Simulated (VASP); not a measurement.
# Al (a cell with a defect) in VASP: a series of runs

Runs on Al (a cell with a defect). Level: PBE. Tasks: single point.

All numbers are computed with VASP 6.6.1; they aren't measurements. Logs are shortened: lines on timing, memory, paths and dates and some standing lists are left out, and cuts for length are marked.

### 1 The cell of the first run

The cell holds a defect, 3 atoms: a = 4.050 Å, b = 4.050 Å, c = 4.050 Å, α = 90.00°, β = 90.00°, γ = 90.00°.

### 2 Single point, PBE

INCAR

```
SYSTEM = Al
ALGO = Normal
EDIFF = 1E-6
ENCUT = 400
GGA = PE
GGA_COMPAT = .FALSE.
ISIF = 2
ISMEAR = 0
LASPH = .TRUE.
LCHARG = .FALSE.
LREAL = .FALSE.
LWAVE = .FALSE.
NBANDS = 12
NELM = 120
PREC = Accurate
SIGMA = 0.05
```

KPOINTS

```
k-points
0
G
  4 4 4
  0 0 0
```

POSCAR

```
Al
1.0
    4.0500000000      0.0000000000      0.0000000000
    0.0000000000      4.0500000000      0.0000000000
    0.0000000000      0.0000000000      4.0500000000
Al
3
Direct
    0.3767600000      0.3767604938      0.0000000000
    0.5216800000     -0.0234400000      0.5000000000
   -0.0234400000      0.5216797531      0.5000000000
```

Potentials or basis: VASP PAW PBE potentials, release 64 (Al).

Run with:

```bash
> cat potpaw_PBE.64/Al/POTCAR > POTCAR
> mpirun -np 1 vasp_std > vasp.out
```

OUTCAR:

```text
SYSTEM = Al
   EDIFF = 1E-6
   ENCUT = 400
   GGA = PE
   ISIF = 2
   ISMEAR = 0
   LASPH = .TRUE.
   LREAL = .FALSE.
   NELM = 120
   PREC = Accurate

 ion  position               nearest neighbor table
   1  0.377  0.377  0.000-   3 2.66   3 2.66   2 2.66   2 2.66   2 3.22   2 3.22   3 3.22   3 3.22

   2  0.522  0.977  0.500-   3 2.61   1 2.66   1 2.66   3 2.88   3 2.88   3 3.12   1 3.22   1 3.22

   3  0.977  0.522  0.500-   2 2.61   1 2.66   1 2.66   2 2.88   2 2.88   2 3.12   1 3.22   1 3.22

  LATTYP: Found a simple cubic cell.
 ALAT       =     4.0500000000

  Lattice vectors:

 A1 = (   4.0500000000,   0.0000000000,   0.0000000000)
 A2 = (   0.0000000000,   4.0500000000,   0.0000000000)
 A3 = (   0.0000000000,   0.0000000000,   4.0500000000)

Analysis of symmetry for initial positions (statically):
=====================================================================
 Subroutine PRICEL returns:
 Original cell was already a primitive cell.

 Routine SETGRP: Setting up the symmetry group for a
 simple cubic supercell.

 Subroutine GETGRP returns: Found  4 space group operations
 (whereof  4 operations were pure point group operations)
 out of a pool of 48 trial point group operations.

The static configuration has the point symmetry C_2v.

Analysis of symmetry for dynamics (positions and initial velocities):
=====================================================================
 Subroutine PRICEL returns:
 Original cell was already a primitive cell.

 Routine SETGRP: Setting up the symmetry group for a
 simple cubic supercell.

 Subroutine GETGRP returns: Found  4 space group operations
 (whereof  4 operations were pure point group operations)
 out of a pool of 48 trial point group operations.

The dynamic configuration has the point symmetry C_2v.

 Subroutine INISYM returns: Found  4 space group operations
 (whereof  4 operations are pure point group operations),
 and found     1 'primitive' translations

----------------------------------------------------------------------------------------

                                     Primitive cell

  volume of cell :      66.4301

  direct lattice vectors                    reciprocal lattice vectors
     4.050000000  0.000000000  0.000000000     0.246913580  0.000000000  0.000000000
     0.000000000  4.050000000  0.000000000     0.000000000  0.246913580  0.000000000
     0.000000000  0.000000000  4.050000000     0.000000000  0.000000000  0.246913580

  length of vectors
     4.050000000  4.050000000  4.050000000     0.246913580  0.246913580  0.246913580

  position of ions in fractional coordinates (direct lattice)
     0.376760000  0.376760494  0.000000000
     0.521680000  0.976560000  0.500000000
     0.976560000  0.521679753  0.500000000

  ion indices of the primitive-cell ions
   primitive index   ion index
                 1           1
                 2           2
                 3           3

----------------------------------------------------------------------------------------

 KPOINTS: k-points

Automatic generation of k-mesh.
 Grid dimensions read from file:
 generate k-points for:    4    4    4

 Generating k-lattice:

  Cartesian coordinates                     Fractional coordinates (reciprocal lattice)
     0.061728395  0.000000000  0.000000000     0.250000000  0.000000000  0.000000000
     0.000000000  0.061728395  0.000000000     0.000000000  0.250000000  0.000000000
     0.000000000  0.000000000  0.061728395     0.000000000  0.000000000  0.250000000

  Length of vectors
     0.061728395  0.061728395  0.061728395

  Shift w.r.t. Gamma in fractional coordinates (k-lattice)
     0.000000000  0.000000000  0.000000000

 Subroutine IBZKPT returns following result:
 ===========================================

 Found     21 irreducible k-points:

 Following reciprocal coordinates:
            Coordinates               Weight
  0.000000  0.000000  0.000000      1.000000
  0.250000  0.000000  0.000000      4.000000
  0.000000  0.000000  0.250000      2.000000
  0.500000  0.000000  0.000000      2.000000
  0.000000  0.000000  0.500000      1.000000
  0.250000  0.250000  0.000000      2.000000
[... 13 lines left out ...]
  0.250000  0.500000  0.500000      4.000000
  0.500000  0.500000  0.500000      1.000000
   k-points           NKPTS =     21   k-points in BZ     NKDIM =     21   number of bands    NBANDS=     12
   number of dos      NEDOS =    301   number of ions     NIONS =      3
   total plane-waves  NPLWV =  21952
   dimension x,y,z NGX =    28 NGY =   28 NGZ =   28
   dimension x,y,z NGXF=    56 NGYF=   56 NGZF=   56
   ions per type =               3
   NGX,Y,Z   is equivalent  to a cutoff of  11.49, 11.49, 11.49 a.u.
   NGXF,Y,Z  is equivalent  to a cutoff of  22.99, 22.99, 22.99 a.u.
 SYSTEM =  Al
   PREC   = accura    normal or accurate (medium, high low for compatibility)
   ISTART =      0    job   : 0-new  1-cont  2-samecut
   ICHARG =      2    charge: 1-file 2-atom 10-const
   ISPIN  =      1    spin polarized calculation?
   LNONCOLLINEAR =      F non collinear calculations
   LSORBIT =      F    spin-orbit coupling
   LASPH  =      T    aspherical Exc in radial PAW
   ENCUT  =  400.0 eV  29.40 Ry    5.42 a.u.   6.60  6.60  6.60*2*pi/ulx,y,z
   NELM   =    120;   NELMIN=  2; NELMDL= -5     # of ELM steps
   EDIFF  = 0.1E-05   stopping-criterion for ELM
   LREAL  =      F    real-space projection
   EDIFFG = 0.1E-04   stopping-criterion for IOM
   NSW    =      0    number of steps for IOM
   IBRION =     -1    ionic relax: 0-MD 1-quasi-New 2-CG
   NFREE  =      0    steps in history (QN), initial steepest desc. (CG)
   ISIF   =      2    stress and relaxation
   ISYM   =      2    0-nonsym 1-usesym 2-fastsym
   POTIM  = 0.5000    time-step for ionic-motion
   TEBEG  =    0.0;   TEEND  =   0.0 temperature during run
   PSTRESS=    0.0 pullay stress
   NELECT =       9.0000    total number of electrons
   NUPDOWN=      -1.0000    fix difference up-down
   EMIN   =  10.00;   EMAX   =-10.00  energy-range for DOS
   EFERMI =   0.00;   METHOD = LEGACY
   ISMEAR =     0;   SIGMA  =   0.05  broadening in eV -4-tet -1-fermi 0-gaus
   EFERMI_NEDOS =   21; number of points for ismear=-14 and -15
   IALGO  =     38    algorithm
   IMIX   =      4    mixing-type and parameters
     AMIX     =   0.40;   BMIX     =  1.00
     AMIX_MAG =   1.60;   BMIX_MAG =  1.00
  volume/ion in A,a.u.               =      22.14       149.43
  Fermi-wavevector in a.u.,A,eV,Ry     =   0.840815  1.588911  9.618918  0.706970
  Thomas-Fermi vector in A             =   1.955259
   LORBIT       =      0    0 simple, 1 ext, 2 COOP (PROOUT), +10 PAW based schemes
   GGA     = PE    functional components
   LHFCALC =     F    Hartree Fock is set to
   AEXX    =    0.0000 exact exchange contribution
   IVDW    =     0    specifies the selected vdW correction
   LEPSILON=     F    determine dielectric tensor
   LRPA    =     F    only Hartree local field effects (RPA)
 non-spin polarized calculation
 Gauss-broadening in eV      SIGMA  =   0.05
  energy-cutoff  :      400.00
  volume of cell :       66.43
 maximum number of plane-waves:      1228
 NGX is ok and might be reduce to    28
   NGX = 13   NGY = 13   NGZ = 13

 number of electron       9.0000000 magnetization

 Free energy of the ion-electron system (eV)
  ---------------------------------------------------
  ext. energy  EPLUGINS =         0.00000000
  ---------------------------------------------------
  free energy    TOTEN  =        -9.98938160 eV

  energy without entropy =       -9.98771898  energy(sigma->0) =       -9.98855029

 E-fermi :   4.8957     XC(G=0):  -9.0057

 val. band max:        4.8821906124   @ k =   0.5000   0.5000   0.2500
 cond. band min:       4.9699889796   @ k =  -0.2500   0.2500   0.5000
 fundamental gap:      0.0877983672
 Fermi energy:         4.8956733636

 k-point     1 :       0.0000    0.0000    0.0000
  band No.  band energies     occupation
      1      -4.3840      2.00000
      2       3.4719      2.00000
      3       3.7396      2.00000
      4       3.7751      2.00000
      5       4.7399      1.99999
      6       5.1787      0.00000
      7       6.4400      0.00000
      8      10.6610      0.00000
      9      11.4702      0.00000
     10      11.8105      0.00000
     11      12.1289      0.00000
     12      12.7042      0.00000

 k-point     2 :       0.2500    0.0000    0.0000
  band No.  band energies     occupation
      1      -3.8584      2.00000
      2       0.6604      2.00000
      3       4.2261      2.00000
      4       4.2961      2.00000
      5       5.2389      0.00000
      6       6.2980      0.00000
      7       8.3981      0.00000
      8       8.5347      0.00000
      9       9.1446      0.00000
     10      10.4032      0.00000
     11      11.3999      0.00000
     12      12.5224      0.00000

 k-point     3 :       0.0000    0.0000    0.2500
  band No.  band energies     occupation
      1      -3.8618      2.00000
      2       0.7041      2.00000
      3       4.1476      2.00000
      4       4.2376      2.00000
      5       5.1963      0.00000
      6       6.2929      0.00000
      7       8.3970      0.00000
      8       9.1023      0.00000
      9       9.5665      0.00000
     10       9.9711      0.00000
     11      11.0220      0.00000
     12      12.5009      0.00000

 k-point     4 :       0.5000    0.0000    0.0000
  band No.  band energies     occupation
      1      -2.7518      2.00000
      2      -1.4648      2.00000
      3       5.0621      0.00000
      4       5.2206      0.00000
      5       6.3286      0.00000
      6       6.5845      0.00000
      7       6.7979      0.00000
      8       7.2126      0.00000
      9       7.5924      0.00000
     10       9.4986      0.00000
     11      13.2271      0.00000
     12      14.0338      0.00000

 k-point     5 :       0.0000    0.0000    0.5000
  band No.  band energies     occupation
      1      -2.7863      2.00000
      2      -1.3958      2.00000
      3       4.7642      1.99980
      4       5.3255      0.00000
      5       5.9393      0.00000
      6       6.4377      0.00000
      7       7.2273      0.00000
      8       7.4451      0.00000
      9       8.2056      0.00000
     10       9.3006      0.00000
     11      12.8211      0.00000
     12      13.7675      0.00000
[... 183 lines left out ...]
      1      -1.7042      2.00000
      2      -0.4534      2.00000
      3       2.2160      2.00000
      4       3.1944      2.00000
      5       3.6880      2.00000
      6       4.9700      0.03556
      7       6.8580      0.00000
      8       9.5082      0.00000
      9      10.7768      0.00000
     10      11.9063      0.00000
     11      12.2434      0.00000
     12      13.4419      0.00000

 k-point    19 :       0.5000    0.5000    0.2500
  band No.  band energies     occupation
      1      -0.6088      2.00000
      2       0.4583      2.00000
      3       0.6475      2.00000
      4       2.1293      2.00000
      5       3.6611      2.00000
      6       4.8822      1.29706
      7       5.3402      0.00000
      8       7.7559      0.00000
      9      12.3274      0.00000
     10      12.9353      0.00000
     11      13.3135      0.00000
     12      15.7062      0.00000

 k-point    20 :       0.2500    0.5000    0.5000
  band No.  band energies     occupation
      1      -0.4377      2.00000
      2       0.3471      2.00000
      3       0.3850      2.00000
      4       2.3490      2.00000
      5       3.8992      2.00000
      6       4.8022      1.99179
      7       5.1010      0.00000
      8       7.8253      0.00000
      9      12.2494      0.00000
     10      13.1015      0.00000
     11      13.4495      0.00000
     12      15.7084      0.00000

 k-point    21 :       0.5000    0.5000    0.5000
  band No.  band energies     occupation
      1       0.7942      2.00000
      2       1.2578      2.00000
      3       1.5023      2.00000
      4       1.5383      2.00000
      5       2.7632      2.00000
      6       2.7977      2.00000
      7       3.3767      2.00000
      8       6.1786      0.00000
      9      15.7812      0.00000
     10      16.7583      0.00000
     11      17.0261      0.00000
     12      17.2605      0.00000

------------------------ aborting loop because EDIFF is reached ----------------------------------------

  FORCE on cell =-STRESS in cart. coord.  units (eV):
  Direction    XX          YY          ZZ          XY          YZ          ZX
  --------------------------------------------------------------------------------------
  -------------------------------------------------------------------------------------
  Total       -1.2859283     -1.2859283     -0.1253973     -1.2510749      0.0000000      0.0000000
  in kB      -31.0143202    -31.0143202     -3.0243620    -30.1737170      0.0000000      0.0000000
  external PRESSURE =     -21.6843341 kB  Pullay stress =       0.0000000 kB

 VOLUME and BASIS-vectors are now :
 -----------------------------------------------------------------------------
  energy-cutoff  :      400.00
  volume of cell :       66.43
      direct lattice vectors                 reciprocal lattice vectors
     4.050000000  0.000000000  0.000000000     0.246913580  0.000000000  0.000000000
     0.000000000  4.050000000  0.000000000     0.000000000  0.246913580  0.000000000
     0.000000000  0.000000000  4.050000000     0.000000000  0.000000000  0.246913580

 POSITION                                       TOTAL-FORCE (eV/Angst)
 -----------------------------------------------------------------------------------
      1.52588      1.52588      0.00000         0.482491      0.482491      0.000000
      2.11280      3.95507      2.02500        -0.263420     -0.219071      0.000000
      3.95507      2.11280      2.02500        -0.219071     -0.263420      0.000000
 -----------------------------------------------------------------------------------
    total drift:                                0.000045      0.000050     -0.000000

  FREE ENERGIE OF THE ION-ELECTRON SYSTEM (eV)
  ---------------------------------------------------
  free  energy   TOTEN  =        -9.9893816049 eV

  energy  without entropy=       -9.9877189766  energy(sigma->0) =       -9.98855029
```

Wall time 14 s (1 thread of Intel Xeon Platinum 8375C at 2.90GHz (Ice Lake), shared host); peak memory 0.14 GiB.

What came out:

```yaml
Free_energy: -9.9894 eV
Pressure: -2.2 GPa
Largest_force: 0.682 eV/Å
```

Forces in eV/Å, atoms in the order of the input:
```
Al   0.482  0.482  0.000
Al  -0.263 -0.219  0.000
Al  -0.219 -0.263  0.000
```

Levels at points of the mesh, in eV from the Fermi level:
```csv
k point,band 1,band 2,band 3,band 4,band 5,band 6,band 7,band 8,band 9
"(0.00, 0.00, 0.00)",-9.28,-1.42,-1.16,-1.12,-0.16,0.28,1.54,5.77,6.57
"(0.50, 0.00, 0.00)",-7.65,-6.36,0.17,0.32,1.43,1.69,1.90,2.32,2.70
"(0.00, 0.00, 0.50)",-7.68,-6.29,-0.13,0.43,1.04,1.54,2.33,2.55,3.31
"(0.50, 0.50, 0.00)",-6.05,-4.95,-4.72,-3.14,1.37,2.79,3.55,3.77,4.51
"(0.00, 0.50, 0.50)",-5.86,-5.06,-4.99,-2.93,1.80,2.65,2.82,3.65,4.73
"(0.50, 0.50, 0.50)",-4.10,-3.64,-3.39,-3.36,-2.13,-2.10,-1.52,1.28,10.89
```

Caveat: the k points lie up to 0.39 Å⁻¹ apart.

### 3 Single point, PBE

INCAR, as its differences from that of step 2:

```diff
@@ -9,4 +9,6 @@
 LASPH = .TRUE.
-LCHARG = .FALSE.
+LCHARG = .TRUE.
+LELF = .TRUE.
 LREAL = .FALSE.
+LVHAR = .TRUE.
 LWAVE = .FALSE.
```

KPOINTS is that of step 2.

POSCAR

```
Al
1.0
    4.0500000000      0.0000000000      0.0000000000
    0.0000000000      4.0500000000      0.0000000000
    0.0000000000      0.0000000000      4.0500000000
Al
3
Direct
    0.1232400000      0.1232395062      0.0000000000
    0.5234400000     -0.0216797531      0.5000000000
   -0.0216800000      0.5234400000      0.5000000000
```

Potentials or basis: VASP PAW PBE potentials, release 64 (Al).

Run with:

```bash
> cat potpaw_PBE.64/Al/POTCAR > POTCAR
> mpirun -np 1 vasp_std > vasp.out
```

Run time: 9.6 s. Hardware: 1 thread of Intel Xeon Platinum 8375C at 2.90GHz (Ice Lake), shared host; peak memory 0.14 GiB.

Results (log left out):

```
Free energy   : -9.9894 eV
Pressure      : -2.2 GPa
Largest force : 0.682 eV/Å
```

Forces in eV/Å, atoms in the order of the input:
```
Al  -0.482 -0.482  0.000
Al   0.219  0.263  0.000
Al   0.263  0.219  0.000
```

Stress tensor (GPa, compression positive):
```
-3.10 -3.02  0.00
-3.02 -3.10  0.00
 0.00  0.00 -0.30
```

Levels at points of the mesh, in eV from the Fermi level:
| k point | band 1 | band 2 | band 3 | band 4 | band 5 | band 6 | band 7 | band 8 | band 9 |
| --- | --- | --- | --- | --- | --- | --- | --- | --- | --- |
| (0.00, 0.00, 0.00) | -9.28 | -1.42 | -1.16 | -1.12 | -0.16 | 0.28 | 1.54 | 5.77 | 6.57 |
| (0.50, 0.00, 0.00) | -7.65 | -6.36 | 0.17 | 0.32 | 1.43 | 1.69 | 1.90 | 2.32 | 2.70 |
| (0.00, 0.00, 0.50) | -7.68 | -6.29 | -0.13 | 0.43 | 1.04 | 1.54 | 2.33 | 2.55 | 3.31 |
| (0.50, 0.50, 0.00) | -6.05 | -4.95 | -4.72 | -3.14 | 1.37 | 2.79 | 3.55 | 3.77 | 4.51 |
| (0.00, 0.50, 0.50) | -5.86 | -5.06 | -4.99 | -2.93 | 1.80 | 2.65 | 2.82 | 3.65 | 4.73 |
| (0.50, 0.50, 0.50) | -4.10 | -3.64 | -3.39 | -3.36 | -2.13 | -2.10 | -1.52 | 1.28 | 10.89 |

Caveat: the k points lie up to 0.39 Å⁻¹ apart.
